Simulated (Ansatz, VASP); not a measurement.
Two plane-wave programs on Ga

File INCAR:

```
PREC = Accurate
ENCUT = 520
EDIFF = 1E-6
ISMEAR = -1
SIGMA = 0.1
LREAL = F
LASPH = T
NELM = 80
ALGO = Normal
ISIF = 2
LWAVE = F
LCHARG = F
GGA = PS
NBANDS = 26
```

Contents of KPOINTS:

```
regular mesh
0
Gamma
  9 9 12
```

POSCAR

```
Ga
1.0
    4.6077831012      0.0000000000      0.0000000000
   -2.3038915506      3.9904572208      0.0000000000
    0.0000000000      0.0000000000      2.9467625936
Ga
3
Direct
    1.0000000000      1.0000000000      0.0000000000
    0.3333333333      0.6666666667      0.5000000000
    0.6666666667      0.3333333333      0.5000000000
```

Input for Ansatz:

```yaml
crystal:
  lattice:
    - [4.6077831012, 0.0, 0.0]
    - [-2.3038915506, 3.9904572208, 0.0]
    - [0.0, 0.0, 2.9467625936]
  atoms:
    - { symbol: Ga, position: [1.0, 1.0, 0.0] }
    - { symbol: Ga, position: [0.3333333333, 0.6666666667, 0.5] }
    - { symbol: Ga, position: [0.6666666667, 0.3333333333, 0.5] }
hamiltonian:
  xc: pbesol
  pseudopotentials:
    kind: paw
    azcp:
      Ga: "pseudopotentials/Ga.paw.azcp"
basis:
  ecutwfc: 420
  fft_grid_basis: typed
kpoints:
  mp_grid: { grid: [9, 9, 12], shift: [0, 0, 0] }
magnetization:
  spin_polarized: false
scf:
  occupations: { method: fermi_dirac, width: 0.1 }
  lower_state_search: "off"
output:
  stress: true
```

Alike in both runs: task single point; functional PBEsol; k mesh 9 × 9 × 12; occupations fermi-dirac, width 0.1 eV; no spin polarisation.

```csv
,VASP,Ansatz
version,VASP 6.6.1,Ansatz 0.2.0
potentials or method,"VASP PAW PBE potentials, release 64 (Ga_d), cutoff 520 eV","plane waves (420 eV) with PAW, scalar-relativistic"
valence electrons in the cell,39,39
```

Ansatz gave:

- pressure (GPa): 0.1
- traceless stress, the component that is largest in VASP (GPa): -0.43

**Question.** Estimate VASP's values.

**Answer.** Pressure (GPa): 0.2; traceless stress, the component that is largest in VASP (GPa): -0.44.

VASP's potentials were made for PBE, not for PBEsol, and Ansatz warns of the same on its side. With one functional, cell and mesh, what is left measures potentials, basis and numerics.
